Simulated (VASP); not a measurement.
# Sb (Fd-3m) in VASP: a series of runs, part 2 of 2

VASP 6.6.1. The steps go on from the part before.

**4. Single point, r2SCAN**

Contents of POSCAR:

```
Sb
1.0
    0.0000000000      3.4763916626      3.4763916626
    3.4763916626      0.0000000000      3.4763916626
    3.4763916626      3.4763916626      0.0000000000
Sb
2
Direct
    0.0000000000      0.0000000000      0.0000000000
    0.2500000000      0.2500000000      0.2500000000
```

Contents of INCAR.step1:

```
PREC     = Accurate       # precision mode
ENCUT    = 520            # plane-wave cutoff, eV
ISMEAR   = -1             # smearing method
SIGMA    = 0.1            # smearing width, eV
LREAL    = F              # projectors in reciprocal space
LASPH    = T              # aspherical terms in the spheres
NELM     = 80             # most SCF steps
NBANDS   = 12             # bands
GGA      = PE             # functional
ALGO     = Normal         # electronic algorithm
EDIFF    = 1E-4           # SCF threshold, eV
LWAVE    = T              # write WAVECAR
LCHARG   = F              # write CHGCAR
```

Contents of INCAR.step2:

```
PREC     = Accurate       # precision mode
ENCUT    = 520            # plane-wave cutoff, eV
EDIFF    = 1E-7           # SCF threshold, eV
ISMEAR   = -1             # smearing method
SIGMA    = 0.1            # smearing width, eV
LREAL    = F              # projectors in reciprocal space
LASPH    = T              # aspherical terms in the spheres
NELM     = 80             # most SCF steps
ALGO     = Normal         # electronic algorithm
ISIF     = 2              # what is computed and relaxed
LWAVE    = F              # write WAVECAR
LCHARG   = T              # write CHGCAR
METAGGA  = R2SCAN         # meta-GGA
LMIXTAU  = T            
LELF     = T              # ELF
LVHAR    = T            
NBANDS   = 12             # bands
ISTART   = 1
```

Contents of KPOINTS:

```
Automatic mesh
0
Gamma
  6 6 6
```

Potentials or basis: VASP PAW PBE potentials, release 64 (Sb).

Command:

```bash
$ cat potpaw_PBE.64/Sb/POTCAR > POTCAR
$ cp INCAR.step1 INCAR
$ mpirun -np 1 vasp_std > vasp.out
$ cp INCAR.step2 INCAR
$ mpirun -np 1 vasp_std > vasp.out
```

OUTCAR:

```text
PREC = Accurate
   ENCUT = 520
   EDIFF = 1E-7
   ISMEAR = -1
   LREAL = F
   LASPH = T
   NELM = 80
   ISIF = 2
   METAGGA = R2SCAN
   ISTART = 1

 ion  position               nearest neighbor table
   1  0.000  0.000  0.000-   2 3.01   2 3.01   2 3.01   2 3.01
   2  0.250  0.250  0.250-   1 3.01   1 3.01   1 3.01   1 3.01

  LATTYP: Found a face centered cubic cell.
 ALAT       =     6.9527833252

  Lattice vectors:

 A1 = (   0.0000000000,   3.4763916626,   3.4763916626)
[... 417 lines left out ...]
------------------------ aborting loop because EDIFF is reached ----------------------------------------

  FORCE on cell =-STRESS in cart. coord.  units (eV):
  Direction    XX          YY          ZZ          XY          YZ          ZX
  --------------------------------------------------------------------------------------
  -------------------------------------------------------------------------------------
  Total        0.0254679      0.0254679      0.0254679      0.0000000      0.0000000      0.0000000
  in kB        0.4856106      0.4856106      0.4856106      0.0000000      0.0000000      0.0000000
  external PRESSURE =       0.4856106 kB  Pullay stress =       0.0000000 kB

 VOLUME and BASIS-vectors are now :
 -----------------------------------------------------------------------------
  energy-cutoff  :      520.00
  volume of cell :       84.03
      direct lattice vectors                 reciprocal lattice vectors
     0.000000000  3.476391663  3.476391663    -0.143827292  0.143827292  0.143827292
     3.476391663  0.000000000  3.476391663     0.143827292 -0.143827292  0.143827292
     3.476391663  3.476391663  0.000000000     0.143827292  0.143827292 -0.143827292

 POSITION                                       TOTAL-FORCE (eV/Angst)
 -----------------------------------------------------------------------------------
      0.00000      0.00000      0.00000        -0.000000     -0.000000     -0.000000
      1.73820      1.73820      1.73820         0.000000      0.000000      0.000000
 -----------------------------------------------------------------------------------
    total drift:                               -0.000000      0.000000      0.000000

  FREE ENERGIE OF THE ION-ELECTRON SYSTEM (eV)
  ---------------------------------------------------
  free  energy   TOTEN  =       -50.6484395731 eV

  energy  without entropy=      -50.6179369660  energy(sigma->0) =      -50.63318827
```

OSZICAR.step1:

```text
N       E                     dE             d eps       ncg     rms          rms(c)
DAV:   1     0.287155755052E+02    0.28716E+02   -0.32090E+03   384   0.602E+02
DAV:   2    -0.577704529531E+01   -0.34493E+02   -0.33525E+02   512   0.101E+02
DAV:   3    -0.767087252162E+01   -0.18938E+01   -0.18475E+01   472   0.237E+01
DAV:   4    -0.769494027190E+01   -0.24068E-01   -0.24060E-01   436   0.324E+00
DAV:   5    -0.769540587539E+01   -0.46560E-03   -0.46560E-03   456   0.501E-01    0.256E+00
DAV:   6    -0.768031696662E+01    0.15089E-01   -0.75001E-03   436   0.447E-01    0.153E+00
DAV:   7    -0.767191984160E+01    0.83971E-02   -0.17872E-02   392   0.676E-01    0.649E-02
DAV:   8    -0.767226369112E+01   -0.34385E-03   -0.78242E-04   408   0.160E-01    0.179E-02
DAV:   9    -0.767231814284E+01   -0.54452E-04   -0.53998E-05   364   0.424E-02
   1 F= -.76723181E+01 E0= -.76560962E+01  d E =-.324439E-01
```

Wall time 2.6 min (1 thread of Intel Xeon 8259CL, shared host); peak memory 0.25 GiB.

Results:

```yaml
Free_energy: -50.6484 eV
Pressure: 0.0 GPa
Band_gap_on_the_k_mesh: zero (band 5 reaches 4.36 eV, above the bottom of band 6 at 3.49 eV)
```

Levels at points of the mesh, in eV from the Fermi level:
```
           k point  band 2  band 3  band 4  band 5  band 6  band 7  band 8  band 9
(0.00, 0.00, 0.00)   -5.47   -2.08   -2.08   -2.08    0.38    0.38    0.38    4.14
(0.50, 0.00, 0.00)   -8.52   -2.91   -2.91   -2.41    1.50    1.50    4.14    5.85
(0.50, 0.50, 0.00)   -9.88   -3.80   -3.80   -0.58   -0.58    4.30    4.30    6.41
```

Caveat: the PAW data sets were made with another functional, which shifts forces and pressure a little; spin-orbit coupling is left out, which moves the levels of the heavy elements.
